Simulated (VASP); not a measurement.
Crystal: KTaO3.

```
CELL_PARAMETERS angstrom
3.90868 0.00000 0.00000
0.00000 3.90868 0.00000
0.00000 0.00000 3.90868
ATOMIC_POSITIONS crystal
K 0.50000 0.50000 0.50000
Ta 0.00000 0.00000 0.00000
O 0.50000 0.00000 0.00000
O 0.00000 0.50000 0.00000
O 0.00000 0.00000 0.50000
```

This cell differs from its parent crystal: volume changed by -6%.

Base run:

```yaml
Program: VASP 6.6.1
Functional: r2SCAN
Potentials_or_basis: VASP PAW PBE potentials, release 64 (K_sv, Ta_sv_GW, O)
Cutoff: 660 eV
k_mesh: 6 × 6 × 6
Occupations: gaussian, width 0.01 eV
Spin: no spin polarisation
```

Its results: band gap on the k mesh 2.77 eV, indirect (least direct gap 3.38 eV); pressure 15.1 GPa.

The run is repeated on the same cell with these changes: potentials or basis from VASP PAW PBE potentials, release 64 (K_sv, Ta_sv_GW, O) to VASP PAW PBE potentials, release 64 (K_sv, Ta_pv, O); cutoff from 660 eV to 520 eV; further incar settings from ALGO = Normal; EDIFF = 1e-06; NBANDS = 28 to ALGO = Normal; EDIFF = 1e-07; NBANDS = 27; valence electrons from 40 to 38. What comes out?

Band gap on the k mesh 2.75 eV, indirect (least direct gap 3.37 eV); pressure 16.1 GPa.

Caveats: the PAW data sets were made with another functional, which shifts forces and pressure a little; spin-orbit coupling is left out, which moves the levels of the heavy elements.

A k mesh can miss the band edges.
